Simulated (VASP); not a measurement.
# Ni (Fm-3m) in VASP: a series of runs

Runs on Ni. Level: LDA. Tasks: relaxation of cell and atoms.

All numbers are computed with VASP 6.6.1; they aren't measurements. Logs are shortened: lines on timing, memory, paths and dates and some standing lists are left out, and cuts for length are marked.

## Step 1: The cell of the first run

The structure is cubic, space group Fm-3m (No. 225). Conventional cell: a = 3.024 Å, b = 3.024 Å, c = 3.024 Å, α = 90.00°, β = 90.00°, γ = 90.00°. Ni (site symmetry m-3m) has 12 Ni at 2.14 Å within 2.8 Å.

## Step 2: Relaxation of cell and atoms, LDA, collinear spin, ferromagnetic start, target pressure 230 GPa, at which the enthalpy is minimised

Contents of INCAR:

```
PREC = Accurate ; ENCUT = 600
EDIFF = 1E-6 ; ISMEAR = -1
SIGMA = 0.1 ; LREAL = F
LASPH = T ; NELM = 150
ALGO = Normal ; ISIF = 3
LWAVE = F ; LCHARG = F
ISPIN = 2 ; MAGMOM = 1
LORBIT = 11 ; LMAXMIX = 4
IBRION = 2 ; NSW = 32
EDIFFG = -0.005 ; PSTRESS = 2300.0
```

Contents of KPOINTS:

```
regular mesh
0
Gamma
  22 22 22
```

Contents of POSCAR:

```
Ni
1.0
    0.0000000000      1.5117632088      1.5117632088
    1.5117632088      0.0000000000      1.5117632088
    1.5117632088      1.5117632088      0.0000000000
Ni
1
Direct
    0.0000000000      0.0000000000      0.0000000000
```

Potentials or basis: VASP PAW LDA potentials, release 64 (Ni).

Started as:

```console
cat potpaw_LDA.64/Ni/POTCAR > POTCAR
mpirun -np 1 vasp_std > vasp.out
```

OUTCAR:

```text
PREC = Accurate
   ENCUT = 600
   EDIFF = 1E-6
   ISMEAR = -1
   LREAL = F
   LASPH = T
   NELM = 150
   ISIF = 3
   ISPIN = 2
   LORBIT = 11
   IBRION = 2
   NSW = 32
   EDIFFG = -0.005
   PSTRESS = 2300.0

 ion  position               nearest neighbor table
   1  0.000  0.000  0.000-

  LATTYP: Found a face centered cubic cell.
 ALAT       =     3.0235264176

  Lattice vectors:

 A1 = (   0.0000000000,   1.5117632088,   1.5117632088)
 A2 = (   1.5117632088,   0.0000000000,   1.5117632088)
 A3 = (   1.5117632088,   1.5117632088,   0.0000000000)

Analysis of symmetry for initial positions (statically):
=====================================================================
 Subroutine PRICEL returns:
 Original cell was already a primitive cell.

 Routine SETGRP: Setting up the symmetry group for a
 face centered cubic supercell.

 Subroutine GETGRP returns: Found 48 space group operations
 (whereof 48 operations were pure point group operations)
 out of a pool of 48 trial point group operations.

The static configuration has the point symmetry O_h .

Analysis of symmetry for dynamics (positions and initial velocities):
=====================================================================
 Subroutine PRICEL returns:
 Original cell was already a primitive cell.

 Routine SETGRP: Setting up the symmetry group for a
 face centered cubic supercell.

 Subroutine GETGRP returns: Found 48 space group operations
 (whereof 48 operations were pure point group operations)
 out of a pool of 48 trial point group operations.

The dynamic configuration has the point symmetry O_h .

Analysis of structural, dynamic, and magnetic symmetry:
=====================================================================
 Subroutine PRICEL returns:
 Original cell was already a primitive cell.

 Routine SETGRP: Setting up the symmetry group for a
 face centered cubic supercell.

 Subroutine GETGRP returns: Found 48 space group operations
 (whereof 48 operations were pure point group operations)
 out of a pool of 48 trial point group operations.

The overall configuration has the point symmetry O_h .

 Subroutine INISYM returns: Found 48 space group operations
 (whereof 48 operations are pure point group operations),
 and found     1 'primitive' translations

----------------------------------------------------------------------------------------

                                     Primitive cell

  volume of cell :       6.9101

  direct lattice vectors                    reciprocal lattice vectors
     0.000000000  1.511763209  1.511763209    -0.330739627  0.330739627  0.330739627
     1.511763209  0.000000000  1.511763209     0.330739627 -0.330739627  0.330739627
     1.511763209  1.511763209  0.000000000     0.330739627  0.330739627 -0.330739627

  length of vectors
     2.137956033  2.137956033  2.137956033     0.572857838  0.572857838  0.572857838

  position of ions in fractional coordinates (direct lattice)
     0.000000000  0.000000000  0.000000000

  ion indices of the primitive-cell ions
   primitive index   ion index
                 1           1

----------------------------------------------------------------------------------------

 KPOINTS: regular mesh

Automatic generation of k-mesh.
 Grid dimensions read from file:
 generate k-points for:   22   22   22

 Generating k-lattice:

  Cartesian coordinates                     Fractional coordinates (reciprocal lattice)
    -0.015033619  0.015033619  0.015033619     0.045454545  0.000000000  0.000000000
     0.015033619 -0.015033619  0.015033619     0.000000000  0.045454545  0.000000000
     0.015033619  0.015033619 -0.015033619     0.000000000  0.000000000  0.045454545

  Length of vectors
     0.026038993  0.026038993  0.026038993

  Shift w.r.t. Gamma in fractional coordinates (k-lattice)
     0.000000000  0.000000000  0.000000000

 Subroutine IBZKPT returns following result:
 ===========================================

 Found    328 irreducible k-points:

 Following reciprocal coordinates:
            Coordinates               Weight
  0.000000  0.000000  0.000000      1.000000
  0.045455  0.000000  0.000000      8.000000
  0.090909  0.000000  0.000000      8.000000
  0.136364  0.000000  0.000000      8.000000
  0.181818  0.000000  0.000000      8.000000
  0.227273  0.000000  0.000000      8.000000
[... 16 lines left out ...]
  0.500000  0.045455  0.000000     24.000000
 -0.454545  0.045455  0.000000     24.000000
 [... further k-points ...]
   k-points           NKPTS =    328   k-points in BZ     NKDIM =    328   number of bands    NBANDS=     10
   number of dos      NEDOS =    301   number of ions     NIONS =      1
   total plane-waves  NPLWV =   5832
   dimension x,y,z NGX =    18 NGY =   18 NGZ =   18
   dimension x,y,z NGXF=    36 NGYF=   36 NGZF=   36
   ions per type =               1
   NGX,Y,Z   is equivalent  to a cutoff of  14.00, 14.00, 14.00 a.u.
   NGXF,Y,Z  is equivalent  to a cutoff of  27.99, 27.99, 27.99 a.u.
 SYSTEM =  unknown system
   PREC   = accura    normal or accurate (medium, high low for compatibility)
   ISTART =      0    job   : 0-new  1-cont  2-samecut
   ICHARG =      2    charge: 1-file 2-atom 10-const
   ISPIN  =      2    spin polarized calculation?
   LNONCOLLINEAR =      F non collinear calculations
   LSORBIT =      F    spin-orbit coupling
   LASPH  =      T    aspherical Exc in radial PAW
   ENCUT  =  600.0 eV  44.10 Ry    6.64 a.u.   4.27  4.27  4.27*2*pi/ulx,y,z
   NELM   =    150;   NELMIN=  2; NELMDL= -5     # of ELM steps
   EDIFF  = 0.1E-05   stopping-criterion for ELM
   LREAL  =      F    real-space projection
   EDIFFG = -.5E-02   stopping-criterion for IOM
   NSW    =     32    number of steps for IOM
   IBRION =      2    ionic relax: 0-MD 1-quasi-New 2-CG
   NFREE  =      1    steps in history (QN), initial steepest desc. (CG)
   ISIF   =      3    stress and relaxation
   ISYM   =      2    0-nonsym 1-usesym 2-fastsym
   POTIM  = 0.5000    time-step for ionic-motion
   TEBEG  =    0.0;   TEEND  =   0.0 temperature during run
   PSTRESS= 2300.0 pullay stress
   NELECT =      10.0000    total number of electrons
   NUPDOWN=      -1.0000    fix difference up-down
   EMIN   =  10.00;   EMAX   =-10.00  energy-range for DOS
   EFERMI =   0.00;   METHOD = LEGACY
   ISMEAR =    -1;   SIGMA  =   0.10  broadening in eV -4-tet -1-fermi 0-gaus
   EFERMI_NEDOS =   21; number of points for ismear=-14 and -15
   IALGO  =     38    algorithm
   IMIX   =      4    mixing-type and parameters
     AMIX     =   0.40;   BMIX     =  1.00
     AMIX_MAG =   1.60;   BMIX_MAG =  1.00
  volume/ion in A,a.u.               =       6.91        46.63
  Fermi-wavevector in a.u.,A,eV,Ry     =   1.851744  3.499290 46.653801  3.428958
  Thomas-Fermi vector in A             =   2.901646
   LORBIT       =     11    0 simple, 1 ext, 2 COOP (PROOUT), +10 PAW based schemes
   GGA     = CA    functional components
   LHFCALC =     F    Hartree Fock is set to
   AEXX    =    0.0000 exact exchange contribution
   IVDW    =     0    specifies the selected vdW correction
   LEPSILON=     F    determine dielectric tensor
   LRPA    =     F    only Hartree local field effects (RPA)
 conjugate gradient relaxation of ions
 spin polarized calculation
  energy-cutoff  :      600.00
  volume of cell :        6.91
 maximum number of plane-waves:       259
 NGX is ok and might be reduce to    18
   NGX =  9   NGY =  9   NGZ =  9

 number of electron      10.0000007 magnetization       0.2858825

 Free energy of the ion-electron system (eV)
  ---------------------------------------------------
  ext. energy  EPLUGINS =         0.00000000
  ---------------------------------------------------
  free energy    TOTEN  =        -5.03717438 eV

  energy without entropy =       -4.98520913  energy(sigma->0) =       -5.01119175

 E-fermi :  17.3708     XC(G=0): -16.5189

 val. band max:       17.3686648601   @ k =  -0.4091   0.2273   0.0909
 cond. band min:      17.3727284194   @ k =   0.4545   0.2273   0.0455
 fundamental gap:      0.0040635593
 Fermi energy:        17.3707908582

 spin component 1

 k-point     1 :       0.0000    0.0000    0.0000
  band No.  band energies     occupation
      1       4.8447      1.00000
      2      13.5107      1.00000
      3      13.5107      1.00000
      4      13.5107      1.00000
      5      15.7386      1.00000
      6      15.7386      1.00000
      7      44.6016      0.00000
      8      52.2490      0.00000
      9      52.2490      0.00000
     10      52.2490      0.00000
[... 287 lines left out ...]
 k-point    24 :      -0.4545    0.0455    0.0000
  band No.  band energies     occupation
      1       9.4169      1.00000
      2      13.3440      1.00000
      3      13.4718      1.00000
      4      15.6266      1.00000
      5      17.0972      0.93913
      6      17.8510      0.00814
      7      27.6865      0.00000
      8      42.8088      0.00000
      9      49.4411      0.00000
     10      50.3957      0.00000

 [... further k-points ...]

 spin component 2

 k-point     1 :       0.0000    0.0000    0.0000
  band No.  band energies     occupation
      1       4.8857      1.00000
      2      13.8040      1.00000
      3      13.8040      1.00000
      4      13.8040      1.00000
      5      16.0150      1.00000
      6      16.0150      1.00000
      7      44.6224      0.00000
      8      52.2800      0.00000
      9      52.2800      0.00000
     10      52.2800      0.00000
[... 287 lines left out ...]
 k-point    24 :      -0.4545    0.0455    0.0000
  band No.  band energies     occupation
      1       9.6006      1.00000
      2      13.6012      1.00000
      3      13.7340      1.00000
      4      15.7518      1.00000
      5      17.4185      0.38300
      6      18.0992      0.00069
      7      27.8904      0.00000
      8      42.8287      0.00000
      9      49.5201      0.00000
     10      50.4738      0.00000

 [... further k-points ...]
[... 5 lines left out ...]
  --------------------------------------------------------------------------------------
  -------------------------------------------------------------------------------------
  Total        9.9180233      9.9180233      9.9180233      0.0000000     -0.0000000      0.0000000
  in kB     2299.6110992   2299.6110992   2299.6110992      0.0000000     -0.0000000      0.0000000
  external PRESSURE =      -0.3889008 kB  Pullay stress =    2300.0000000 kB

 VOLUME and BASIS-vectors are now :
 -----------------------------------------------------------------------------
  energy-cutoff  :      600.00
  volume of cell :        6.91
      direct lattice vectors                 reciprocal lattice vectors
     0.000000000  1.511763209  1.511763209    -0.330739627  0.330739627  0.330739627
     1.511763209  0.000000000  1.511763209     0.330739627 -0.330739627  0.330739627
     1.511763209  1.511763209  0.000000000     0.330739627  0.330739627 -0.330739627

 POSITION                                       TOTAL-FORCE (eV/Angst)
 -----------------------------------------------------------------------------------
      0.00000      0.00000      0.00000         0.000000      0.000000      0.000000
 -----------------------------------------------------------------------------------
    total drift:                                0.000000     -0.000000     -0.000000

  FREE ENERGIE OF THE ION-ELECTRON SYSTEM (eV)
  ---------------------------------------------------
  free  energy   TOTEN  =        -5.0371743777 eV

  energy  without entropy=       -4.9852091312  energy(sigma->0) =       -5.01119175

  enthalpy is  TOTEN    =         4.8825262359 eV   P V=        9.9197006136

 reached required accuracy - stopping structural energy minimisation

 total charge

# of ion       s       p       d       tot
------------------------------------------
    1        0.760   1.067   8.766  10.594

 magnetization (x)

# of ion       s       p       d       tot
------------------------------------------
    1       -0.003  -0.010   0.287   0.274
```

It took 72 s on 1 thread of Intel Xeon 8259CL, shared host; peak memory 0.17 GiB.

What came out:

```yaml
Free_energy: -5.0372 eV
Pressure_after_relaxing: 230.0 GPa
Net_moment: 0.29 μB per cell
Site_moments: Ni +0.27 μB
```

Final structure:
```
Ni
1.0
     0.00000    1.51176    1.51176
     1.51176    0.00000    1.51176
     1.51176    1.51176    0.00000
Ni
1
Direct
  0.00000 0.00000 0.00000
```

Levels at points of the mesh, in eV from the Fermi level:
Spin up:
```
           k point  band 2  band 3  band 4  band 5  band 6  band 7  band 8  band 9
(0.00, 0.00, 0.00)   -3.86   -3.86   -3.86   -1.63   -1.63   27.23   34.88   34.88
(0.50, 0.00, 0.00)   -3.96   -3.96   -1.02   -0.19   -0.19   10.07   25.56   33.35
(0.50, 0.50, 0.00)   -7.41   -0.19    0.16    0.16    3.06   14.30   19.61   19.61
```
Spin down:
```tsv
k point	band 2	band 3	band 4	band 5	band 6	band 7	band 8	band 9
(0.00, 0.00, 0.00)	-3.57	-3.57	-3.57	-1.36	-1.36	27.25	34.91	34.91
(0.50, 0.00, 0.00)	-3.70	-3.70	-0.98	0.13	0.13	10.28	25.57	33.43
(0.50, 0.50, 0.00)	-7.17	0.10	0.51	0.51	3.12	14.46	19.66	19.66
```

Caveat: the relaxation stopped at its first step, so nothing moved; the cell is relaxed towards a set pressure, so the run minimises the enthalpy, not the energy.

## Step 3: Relaxation of cell and atoms, LDA, collinear spin, ferromagnetic start, target pressure 230 GPa, at which the enthalpy is minimised

This run uses another cell than the first one, of 6.89 Å³/atom.

Contents of INCAR:

```
SYSTEM = Ni
PREC = Accurate ; ENCUT = 590
EDIFF = 1E-7 ; ISMEAR = -1
SIGMA = 0.1 ; LREAL = .False.
LASPH = .True. ; NELM = 200
ALGO = Normal ; ISIF = 3
LWAVE = .False. ; LCHARG = .False.
ISPIN = 2 ; MAGMOM = 1
LORBIT = 11 ; LMAXMIX = 4
IBRION = 2 ; NSW = 60
EDIFFG = -0.005 ; PSTRESS = 2300.0
GGA_COMPAT = .False. ; NELMIN = 4
```

Contents of KPOINTS:

```
Automatic mesh
0
Gamma
  22 22 22
  0 0 0
```

Contents of POSCAR:

```
Ni
1.0
    0.0000000000      1.5103925775      1.5103925775
    1.5103925775      0.0000000000      1.5103925775
    1.5103925775      1.5103925775      0.0000000000
Ni
1
Direct
    0.0000000000      0.0000000000      0.0000000000
```

Potentials or basis: VASP PAW LDA potentials, release 64 (Ni_sv_GW).

Started as:

```console
cat potpaw_LDA.64/Ni_sv_GW/POTCAR > POTCAR
mpirun -np 1 vasp_std > vasp.out
```

OUTCAR:

```text
SYSTEM = Ni
   PREC = Accurate
   ENCUT = 590
   EDIFF = 1E-7
   ISMEAR = -1
   LREAL = .False.
   LASPH = .True.
   NELM = 200
   ISIF = 3
   ISPIN = 2
   LORBIT = 11
   IBRION = 2
   NSW = 60
   EDIFFG = -0.005
   PSTRESS = 2300.0
   NELMIN = 4

 ion  position               nearest neighbor table
   1  0.000  0.000  0.000-

  LATTYP: Found a face centered cubic cell.
 ALAT       =     3.0207851550

  Lattice vectors:

 A1 = (   0.0000000000,   1.5103925775,   1.5103925775)
 A2 = (   1.5103925775,   0.0000000000,   1.5103925775)
 A3 = (   1.5103925775,   1.5103925775,   0.0000000000)

Analysis of symmetry for initial positions (statically):
=====================================================================
 Subroutine PRICEL returns:
 Original cell was already a primitive cell.

 Routine SETGRP: Setting up the symmetry group for a
 face centered cubic supercell.

 Subroutine GETGRP returns: Found 48 space group operations
[... 278 lines left out ...]
      6      10.7732      1.00000
      7      10.7732      1.00000
      8      10.7732      1.00000
      9      13.0121      1.00000
     10      13.0121      1.00000
     11      41.5903      0.00000
     12      49.3283      0.00000
     13      49.3283      0.00000
     14      49.3283      0.00000
[... 379 lines left out ...]
      3     -49.3511      1.00000
      4     -49.3336      1.00000
      5       6.6696      1.00000
      6      10.6041      1.00000
      7      10.7328      1.00000
      8      12.9191      1.00000
      9      14.3809      0.94512
     10      15.1454      0.00818
     11      24.9828      0.00000
     12      39.8675      0.00000
     13      46.6060      0.00000
     14      47.5460      0.00000

 [... further k-points ...]

 spin component 2

 k-point     1 :       0.0000    0.0000    0.0000
  band No.  band energies     occupation
      1     -88.4629      1.00000
      2     -48.8329      1.00000
      3     -48.8329      1.00000
      4     -48.8329      1.00000
      5       2.1453      1.00000
      6      11.0805      1.00000
      7      11.0805      1.00000
      8      11.0805      1.00000
      9      13.3022      1.00000
     10      13.3022      1.00000
     11      41.6033      0.00000
     12      49.3548      0.00000
     13      49.3548      0.00000
     14      49.3548      0.00000
[... 423 lines left out ...]
  energy  without entropy=       -5.7810204114  energy(sigma->0) =       -5.80652511

  enthalpy is  TOTEN    =         4.0633669817 eV   P V=        9.8953967958

 reached required accuracy - stopping structural energy minimisation

 total charge

# of ion       s       p       d       f       tot
--------------------------------------------------
    1        2.363   6.665   8.020   0.024  17.073

 magnetization (x)

# of ion       s       p       d       f       tot
--------------------------------------------------
    1       -0.001  -0.007   0.309  -0.000   0.302
```

OSZICAR:

```text
N       E                     dE             d eps       ncg     rms          rms(c)
DAV:   1     0.145129085594E+03    0.14513E+03   -0.97374E+03 24724   0.490E+03
DAV:   2    -0.404825159310E+01   -0.14918E+03   -0.14087E+03 28264   0.108E+03
[... 25 lines left out ...]
DAV:   2    -0.583253011623E+01    0.18074E-02   -0.10209E-02 18970   0.105E+01    0.129E-01
DAV:   3    -0.583208532233E+01    0.44479E-03   -0.13969E-03 18980   0.375E+00    0.588E-02
DAV:   4    -0.583203252281E+01    0.52800E-04   -0.66904E-05 25340   0.294E-01    0.117E-02
DAV:   5    -0.583203039823E+01    0.21246E-05   -0.16665E-06 28624   0.422E-02    0.590E-03
DAV:   6    -0.583202982717E+01    0.57105E-06   -0.13871E-07 12482   0.255E-02    0.183E-03
DAV:   7    -0.583202981405E+01    0.13124E-07   -0.50134E-08 10542   0.119E-02
   3 F= 0.40633670E+01 E0= 0.40888717E+01  d E =-.885132E-06  mag=     0.2969
```

Wall time 4.8 min (1 thread of Intel Xeon Platinum 8259CL at 2.50GHz (Skylake/Cascade Lake), shared host); peak memory 0.2 GiB.

Results:

```
Free energy                                                : -5.8320 eV
Relaxed volume                                             : 6.89 Å³/atom
Relaxed cell                                               : a = 2.136 Å, b = 2.136 Å, c = 2.136 Å, α = 60.00°, β = 60.00°, γ = 60.00°
Space group after relaxing (to 0.1 Å)                      : Fm-3m (No. 225)
Energy change on relaxing (the run minimises the enthalpy) : -2.7 meV/atom
Ionic steps                                                : 3
Pressure after relaxing                                    : 230.0 GPa
Net moment                                                 : 0.30 μB per cell
Site moments                                               : Ni +0.30 μB
Valence electrons inside the program's atomic spheres      : Ni 17.07
```

The path:
```tsv
step	energy change (eV)	largest force (eV/Å)	pressure (GPa)	volume (Å³)
1	0.0000	0.0000	230.34	6.89
2	-0.0210	0.0000	227.62	6.91
3	-0.0027	0.0000	230.00	6.89
```

Final structure:
```
CELL_PARAMETERS angstrom
0.00000 1.51053 1.51053
1.51053 0.00000 1.51053
1.51053 1.51053 0.00000
ATOMIC_POSITIONS crystal
Ni 0.00000 0.00000 0.00000
```

Caveat: the cell is relaxed towards a set pressure, so the run minimises the enthalpy, not the energy.
